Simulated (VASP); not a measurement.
# BN (P6_3/mmc) in VASP: settings compared, part 2 of 2

VASP 6.6.1. The steps go on from the part before.

### 3 Single point, r2SCAN (volume changed by -6%)

Contents of POSCAR:

```
BN
1.0
    2.4404775019      0.0000000000      0.0000000000
   -1.2202387509      2.1135155140      0.0000000000
    0.0000000000      0.0000000000      3.9193819944
B N
2 2
Direct
    0.0000000000      0.0000000000      0.0000000000
    0.0000000000      0.0000000000      0.5000000000
    0.3333333333      0.6666666667      0.2500000000
    0.6666666667      0.3333333333      0.7500000000
```

Contents of INCAR.step1:

```
SYSTEM = BN
PREC = Accurate
ENCUT = 520
ISMEAR = 0
SIGMA = 0.01
LREAL = .False.
LASPH = .True.
NELM = 80
NBANDS = 16
GGA = PE
ALGO = Normal
EDIFF = 1E-4
LWAVE = .True.
LCHARG = .False.
```

Contents of INCAR.step2:

```
SYSTEM = BN
PREC = Accurate
ENCUT = 520
EDIFF = 1E-6
ISMEAR = 0
SIGMA = 0.01
LREAL = .False.
LASPH = .True.
NELM = 80
ALGO = Normal
ISIF = 2
LWAVE = .False.
LCHARG = .False.
METAGGA = R2SCAN
LMIXTAU = .True.
NBANDS = 16
ISTART = 1
```

Contents of KPOINTS:

```
regular mesh
0
Gamma
  9 9 6
  0 0 0
```

Potentials or basis: VASP PAW PBE potentials, release 64 (B, N).

The run is started by

```bash
$ cat potpaw_PBE.64/B/POTCAR potpaw_PBE.64/N/POTCAR > POTCAR
$ cp INCAR.step1 INCAR
$ mpirun -np 1 vasp_std > vasp.out
$ cp INCAR.step2 INCAR
$ mpirun -np 1 vasp_std > vasp.out
```

OUTCAR:

```text
SYSTEM = BN
   PREC = Accurate
   ENCUT = 520
   EDIFF = 1E-6
   ISMEAR = 0
   LREAL = .False.
   LASPH = .True.
   NELM = 80
   ISIF = 2
   METAGGA = R2SCAN
   ISTART = 1

 ion  position               nearest neighbor table
   1  0.000  0.000  0.000-   3 1.72   4 1.72   3 1.72   4 1.72   4 1.72   3 1.72   2 1.96   2 1.96

   2  0.000  0.000  0.500-   3 1.72   4 1.72   3 1.72   4 1.72   4 1.72   3 1.72   1 1.96   1 1.96

   3  0.333  0.667  0.250-   1 1.72   2 1.72   1 1.72   2 1.72   1 1.72   2 1.72
   4  0.667  0.333  0.750-   1 1.72   2 1.72   1 1.72   2 1.72   1 1.72   2 1.72

  LATTYP: Found a hexagonal cell.
 ALAT       =     2.4404775019
 C/A-ratio  =     1.6059898079

  Lattice vectors:

 A1 = (   2.4404775019,   0.0000000000,   0.0000000000)
 A2 = (  -1.2202387509,   2.1135155140,   0.0000000000)
 A3 = (   0.0000000000,   0.0000000000,   3.9193819944)

Analysis of symmetry for initial positions (statically):
=====================================================================
 Subroutine PRICEL returns:
 Original cell was already a primitive cell.

 Routine SETGRP: Setting up the symmetry group for a
 hexagonal supercell.

 Subroutine GETGRP returns: Found 24 space group operations
 (whereof 12 operations were pure point group operations)
 out of a pool of 24 trial point group operations.

The static configuration has the point symmetry D_3d.
 The point group associated with its full space group is D_6h.

Analysis of symmetry for dynamics (positions and initial velocities):
=====================================================================
 Subroutine PRICEL returns:
 Original cell was already a primitive cell.

 Routine SETGRP: Setting up the symmetry group for a
 hexagonal supercell.

 Subroutine GETGRP returns: Found 24 space group operations
 (whereof 12 operations were pure point group operations)
 out of a pool of 24 trial point group operations.

The dynamic configuration has the point symmetry D_3d.
 The point group associated with its full space group is D_6h.

 Subroutine INISYM returns: Found 24 space group operations
 (whereof 12 operations are pure point group operations),
 and found     1 'primitive' translations

----------------------------------------------------------------------------------------

                                     Primitive cell

  volume of cell :      20.2161

  direct lattice vectors                    reciprocal lattice vectors
     2.440477502  0.000000000  0.000000000     0.409755877  0.236572666  0.000000000
    -1.220238751  2.113515514  0.000000000     0.000000000  0.473145332  0.000000000
     0.000000000  0.000000000  3.919381994     0.000000000  0.000000000  0.255142265

  length of vectors
     2.440477502  2.440477502  3.919381994     0.473145332  0.473145332  0.255142265

  position of ions in fractional coordinates (direct lattice)
     0.000000000  0.000000000  0.000000000
     0.000000000  0.000000000  0.500000000
     0.333333333  0.666666667  0.250000000
     0.666666667  0.333333333  0.750000000

  ion indices of the primitive-cell ions
   primitive index   ion index
                 1           1
                 2           2
                 3           3
                 4           4

----------------------------------------------------------------------------------------

 KPOINTS: regular mesh

Automatic generation of k-mesh.
 Grid dimensions read from file:
 generate k-points for:    9    9    6

 Generating k-lattice:

  Cartesian coordinates                     Fractional coordinates (reciprocal lattice)
     0.045528431  0.026285852  0.000000000     0.111111111  0.000000000  0.000000000
     0.000000000  0.052571704  0.000000000     0.000000000  0.111111111  0.000000000
     0.000000000  0.000000000  0.042523711     0.000000000  0.000000000  0.166666667

  Length of vectors
     0.052571704  0.052571704  0.042523711

  Shift w.r.t. Gamma in fractional coordinates (k-lattice)
     0.000000000  0.000000000  0.000000000

 Subroutine IBZKPT returns following result:
 ===========================================

 Found     48 irreducible k-points:

 Following reciprocal coordinates:
            Coordinates               Weight
  0.000000  0.000000  0.000000      1.000000
  0.111111  0.000000  0.000000      6.000000
  0.222222  0.000000  0.000000      6.000000
  0.333333  0.000000  0.000000      6.000000
  0.444444  0.000000  0.000000      6.000000
  0.111111  0.111111  0.000000      6.000000
[... 16 lines left out ...]
  0.333333  0.222222  0.166667     24.000000
  0.333333  0.333333  0.166667      4.000000
 [... further k-points ...]
   k-points           NKPTS =     48   k-points in BZ     NKDIM =     48   number of bands    NBANDS=     16
   number of dos      NEDOS =    301   number of ions     NIONS =      4
   total plane-waves  NPLWV =   9720
   dimension x,y,z NGX =    18 NGY =   18 NGZ =   30
   dimension x,y,z NGXF=    36 NGYF=   36 NGZF=   60
   ions per type =               2   2
   NGX,Y,Z   is equivalent  to a cutoff of  12.26, 12.26, 12.72 a.u.
   NGXF,Y,Z  is equivalent  to a cutoff of  24.52, 24.52, 25.45 a.u.
 SYSTEM =  BN
   PREC   = accura    normal or accurate (medium, high low for compatibility)
   ISTART =      1    job   : 0-new  1-cont  2-samecut
   ICHARG =      0    charge: 1-file 2-atom 10-const
   ISPIN  =      1    spin polarized calculation?
   LNONCOLLINEAR =      F non collinear calculations
   LSORBIT =      F    spin-orbit coupling
   LASPH  =      T    aspherical Exc in radial PAW
   ENCUT  =  520.0 eV  38.22 Ry    6.18 a.u.   4.54  4.54  7.29*2*pi/ulx,y,z
   NELM   =     80;   NELMIN=  2; NELMDL=  0     # of ELM steps
   EDIFF  = 0.1E-05   stopping-criterion for ELM
   LREAL  =      F    real-space projection
   EDIFFG = 0.1E-04   stopping-criterion for IOM
   NSW    =      0    number of steps for IOM
   IBRION =     -1    ionic relax: 0-MD 1-quasi-New 2-CG
   NFREE  =      0    steps in history (QN), initial steepest desc. (CG)
   ISIF   =      2    stress and relaxation
   ISYM   =      2    0-nonsym 1-usesym 2-fastsym
   POTIM  = 0.5000    time-step for ionic-motion
   TEBEG  =    0.0;   TEEND  =   0.0 temperature during run
   PSTRESS=    0.0 pullay stress
   NELECT =      16.0000    total number of electrons
   NUPDOWN=      -1.0000    fix difference up-down
   EMIN   =  10.00;   EMAX   =-10.00  energy-range for DOS
   EFERMI =   0.00;   METHOD = LEGACY
   ISMEAR =     0;   SIGMA  =   0.01  broadening in eV -4-tet -1-fermi 0-gaus
   EFERMI_NEDOS =   21; number of points for ismear=-14 and -15
   IALGO  =     38    algorithm
   IMIX   =      4    mixing-type and parameters
     AMIX     =   0.40;   BMIX     =  1.00
     AMIX_MAG =   1.60;   BMIX_MAG =  1.00
  volume/ion in A,a.u.               =       5.05        34.11
  Fermi-wavevector in a.u.,A,eV,Ry     =   1.514313  2.861636 31.200101  2.293143
  Thomas-Fermi vector in A             =   2.623987
   LORBIT       =      0    0 simple, 1 ext, 2 COOP (PROOUT), +10 PAW based schemes
   METAGGA = R2SCAN    functional components
   LHFCALC =     F    Hartree Fock is set to
   AEXX    =    0.0000 exact exchange contribution
   IVDW    =     0    specifies the selected vdW correction
   LEPSILON=     F    determine dielectric tensor
   LRPA    =     F    only Hartree local field effects (RPA)
 non-spin polarized calculation
 Gauss-broadening in eV      SIGMA  =   0.01
  energy-cutoff  :      520.00
  volume of cell :       20.22
 maximum number of plane-waves:       563
 NGX is ok and might be reduce to    18
   NGX =  9   NGY =  9   NGZ = 15

 number of electron      16.0000001 magnetization

 Free energy of the ion-electron system (eV)
  ---------------------------------------------------
  ext. energy  EPLUGINS =         0.00000000
  ---------------------------------------------------
  free energy    TOTEN  =       -30.72481984 eV

  energy without entropy =      -30.72481984  energy(sigma->0) =      -30.72481984

 E-fermi :  10.9986     XC(G=0): -14.9648

 val. band max:       10.8991901719   @ k =   0.2222   0.0000   0.0000
 cond. band min:      13.1499494595   @ k =   0.3333   0.3333   0.0000
 fundamental gap:      2.2507592876
 Fermi energy:        10.9986054403

 k-point     1 :       0.0000    0.0000    0.0000
  band No.  band energies     occupation
      1     -13.4141      2.00000
      2      -7.8124      2.00000
      3      -2.3940      2.00000
      4       9.4138      2.00000
      5       9.4138      2.00000
      6      10.1567      2.00000
[... 433 lines left out ...]
      3      -1.8218      2.00000
      4       0.9480      2.00000
      5       2.0333      2.00000
      6       2.0333      2.00000
[... 8 lines left out ...]
     15      27.3926      0.00000
     16      27.3926      0.00000

 [... further k-points ...]
[... 5 lines left out ...]
  --------------------------------------------------------------------------------------
  -------------------------------------------------------------------------------------
  Total        3.4092383      3.4092383      3.7085352      0.0000000      0.0000000      0.0000000
  in kB      270.1905143    270.1905143    293.9105317      0.0000000      0.0000000      0.0000000
  external PRESSURE =     278.0971868 kB  Pullay stress =       0.0000000 kB

 VOLUME and BASIS-vectors are now :
 -----------------------------------------------------------------------------
  energy-cutoff  :      520.00
  volume of cell :       20.22
      direct lattice vectors                 reciprocal lattice vectors
     2.440477502  0.000000000  0.000000000     0.409755877  0.236572666  0.000000000
    -1.220238751  2.113515514  0.000000000     0.000000000  0.473145332  0.000000000
     0.000000000  0.000000000  3.919381994     0.000000000  0.000000000  0.255142265

 POSITION                                       TOTAL-FORCE (eV/Angst)
 -----------------------------------------------------------------------------------
      0.00000      0.00000      0.00000         0.000000      0.000000     -0.000000
      0.00000      0.00000      1.95969         0.000000      0.000000     -0.000000
     -0.00000      1.40901      0.97985         0.000000      0.000000     -0.000000
      1.22024      0.70451      2.93954        -0.000000     -0.000000      0.000000
 -----------------------------------------------------------------------------------
    total drift:                                0.000000     -0.000000      0.000000

  FREE ENERGIE OF THE ION-ELECTRON SYSTEM (eV)
  ---------------------------------------------------
  free  energy   TOTEN  =       -30.7248198413 eV

  energy  without entropy=      -30.7248198413  energy(sigma->0) =      -30.72481984
```

Run time: 35 s. Hardware: 1 thread of AMD EPYC 9R45 (Zen 5), shared host; peak memory 0.1 GiB.

What came out:

* Free energy: -30.7248 eV
* Pressure: 27.8 GPa
* Band gap on the k mesh: 2.25 eV, indirect (least direct gap 6.17 eV)

Stress tensor (GPa, compression positive):
```
27.02  0.00  0.00
 0.00 27.02  0.00
 0.00  0.00 29.39
```

Caveat: the cell differs from its parent crystal (volume changed by -6%); the PAW data sets were made with another functional, which shifts forces and pressure a little. A k mesh can miss the band edges.

### 4 Single point, PBE

This run uses another cell than the first one, of 5.38 Å³/atom, 0.932 times its volume.

Contents of INCAR:

```
SYSTEM = BN
ALGO = Normal
EDIFF = 1E-7
ENCUT = 520
GGA = PE
ISIF = 2
ISMEAR = 0
LASPH = .True.
LCHARG = .True.
LELF = .True.
LREAL = .False.
LVHAR = .True.
LWAVE = .False.
NBANDS = 16
NELM = 80
PREC = Accurate
SIGMA = 0.01
```

Contents of KPOINTS:

```
k-points
0
Gamma
  12 12 6
  0 0 0
```

Contents of POSCAR:

```
BN
1.0
    2.4913353509      0.0000000000      0.0000000000
   -1.2456676755      2.1575597032      0.0000000000
    0.0000000000      0.0000000000      4.0010591815
B N
2 2
Direct
    0.0000000000      0.0000000000      0.0000000000
    0.0000000000      0.0000000000      0.5000000000
    0.3333333333      0.6666666667      0.2500000000
    0.6666666667      0.3333333333      0.7500000000
```

The run is started by

```bash
$ cat potpaw_PBE.64/B/POTCAR potpaw_PBE.64/N/POTCAR > POTCAR
$ mpirun -np 1 vasp_std > vasp.out
```

Wall time 14 s (1 thread of AMD EPYC 9R45 (Zen 5), shared host); peak memory 0.11 GiB.

The run converged. Its results:

```yaml
Free_energy: -27.8428 eV
Pressure: 4.5 GPa
Band_gap_on_the_k_mesh: 1.58 eV, indirect (least direct gap 5.23 eV)
```

Stress tensor (GPa, compression positive):
```
3.81 0.00 0.00
0.00 3.81 0.00
0.00 0.00 5.96
```

Levels at points of the mesh, in eV from the valence-band top:
```
           k point  band 6  band 7  band 8  band 9  band 10  band 11
(0.00, 0.00, 0.00)   -0.68   -0.68   -0.18    5.81     8.16     8.35
(0.50, 0.00, 0.00)   -5.70   -4.34   -0.58    5.39     5.57     6.03
(0.00, 0.00, 0.50)   -0.95   -0.95   -0.95    7.08     7.08     7.79
(0.50, 0.00, 0.50)   -3.90   -3.27   -3.27    4.78     4.78     7.60
```

A k mesh can miss the band edges.

### 5 Single point, r2SCAN (volume changed by -3%)

Contents of POSCAR:

```
BN
1.0
    2.4661686267      0.0000000000      0.0000000000
   -1.2330843134      2.1357646808      0.0000000000
    0.0000000000      0.0000000000      3.9606416790
B N
2 2
Direct
    0.0000000000      0.0000000000      0.0000000000
    0.0000000000      0.0000000000      0.5000000000
    0.3333333333      0.6666666667      0.2500000000
    0.6666666667      0.3333333333      0.7500000000
```

INCAR.step1 is that of step 3.

INCAR.step2: that of step 3 with these lines changed.

```diff
@@ -3,3 +3,3 @@
 ENCUT = 520
-EDIFF = 1E-6
+EDIFF = 1E-7
 ISMEAR = 0
```

Contents of KPOINTS:

```
regular mesh
0
Gamma
  9 9 6
  0 0 0
```

The run is started by

```bash
$ cat potpaw_PBE.64/B/POTCAR potpaw_PBE.64/N/POTCAR > POTCAR
$ cp INCAR.step1 INCAR
$ mpirun -np 1 vasp_std > vasp.out
$ cp INCAR.step2 INCAR
$ mpirun -np 1 vasp_std > vasp.out
```

Wall time 36 s (1 thread of AMD EPYC 9R45 (Zen 5), shared host); peak memory 0.1 GiB.

Results (log left out):

```
Free energy            : -30.8086 eV
Pressure               : 13.1 GPa
Band gap on the k mesh : 2.05 eV, indirect (least direct gap 5.91 eV)
```

Stress tensor (GPa, compression positive):
```
12.73  0.00  0.00
 0.00 12.73  0.00
 0.00  0.00 13.76
```

Levels at points of the mesh, in eV from the valence-band top:
| k point | band 5 | band 6 | band 7 | band 8 | band 9 | band 10 | band 11 | band 12 |
| --- | --- | --- | --- | --- | --- | --- | --- | --- |
| (0.00, 0.00, 0.00) | -1.45 | -0.71 | -0.71 | -0.11 | 6.69 | 9.33 | 9.47 | 9.47 |
| (0.00, 0.00, 0.50) | -0.96 | -0.96 | -0.96 | -0.96 | 8.06 | 8.06 | 8.72 | 8.72 |

Caveat: the cell differs from its parent crystal (volume changed by -3%); the PAW data sets were made with another functional, which shifts forces and pressure a little. A k mesh can miss the band edges.

### 6 The runs side by side

| level | cell | k mesh | gap on the mesh (eV) | pressure (GPa) |
| --- | --- | --- | --- | --- |
| PBE | a = 2.549, b = 2.549, c = 4.101 Å, angles 90.0, 90.0, 120.0°, 4 atoms | 9 × 9 × 6 | 1.19 | -19.6 |
| r2SCAN | a = 2.440, b = 2.440, c = 3.919 Å, angles 90.0, 90.0, 120.0°, 4 atoms | 9 × 9 × 6 | 2.25 | 27.8 |
| PBE | a = 2.491, b = 2.491, c = 4.001 Å, angles 90.0, 90.0, 120.0°, 4 atoms | 12 × 12 × 6 | 1.58 | 4.5 |
| r2SCAN | a = 2.466, b = 2.466, c = 3.961 Å, angles 90.0, 90.0, 120.0°, 4 atoms | 9 × 9 × 6 | 2.05 | 13.1 |

Alike in all rows: task single point; potentials or basis VASP PAW PBE potentials, release 64 (B, N); no spin polarisation; cutoff (eV) 520; smearing gaussian 0.01 eV.

Caveats: the PAW data sets were made with another functional, which shifts forces and pressure a little (some runs).

Total energies depend on the potentials used, so only differences within one code and one set of settings carry meaning.
